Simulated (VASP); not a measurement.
Wanted: the native input for a VASP 6.6.1 run.

```yaml
Task: single point
Functional: PBEsol
Potentials_or_basis: VASP PAW PBE potentials, release 64 (Sb)
Cutoff: 500 eV
k_mesh: 9 × 9 × 9
Occupations: fermi-dirac, width 0.1 eV
Spin: non-collinear spin, zero start, spin-orbit coupling
Starting_moments: "[[0.0, 0.0, 0.0], [0.0, 0.0, 0.0]] μB"
Dipole_correction: no
Further_INCAR_settings: ALGO = Normal; EDIFF = 1e-06; NBANDS = 22
```

The structure of Sb lies in POSCAR:

```
Sb
1.0
    2.1586665073      1.2463066891      3.6970032255
   -2.1586665073      1.2463066891      3.6970032255
    0.0000000000     -2.4926133782      3.6970032255
Sb
2
Direct
    0.2355850934      0.2355850934      0.2355850934
    0.7644149066      0.7644149066      0.7644149066
```

The input as run:

INCAR

```
PREC = Accurate
ENCUT = 500
EDIFF = 1E-6
ISMEAR = -1
SIGMA = 0.1
LREAL = False
LASPH = True
NELM = 200
ALGO = Normal
ISIF = 2
LWAVE = False
LCHARG = False
MAGMOM = 0 0 0 0 0 0
LORBIT = 11
LSORBIT = True
GGA_COMPAT = False
LORBMOM = True
GGA = PS
NBANDS = 22
```

KPOINTS

```
regular mesh
0
Gamma
  9 9 9
```

Potentials or basis: VASP PAW PBE potentials, release 64 (Sb).

Launch:

```sh
$ cat potpaw_PBE.64/Sb/POTCAR > POTCAR
$ mpirun -np 1 vasp_ncl > vasp.out
```

It gave:

```
Pressure                                              : 0.3 GPa
Largest force                                         : 0.056 eV/Å
Net moment                                            : 0.00 μB per cell
Valence electrons inside the program's atomic spheres : Sb 2.40
```

Caveat: the PAW data sets were made with another functional, which shifts forces and pressure a little.

Wall time 6.3 min on 1 thread of Oxide Virtual Turin-like Processor (shared host), peak memory 0.42 GiB.
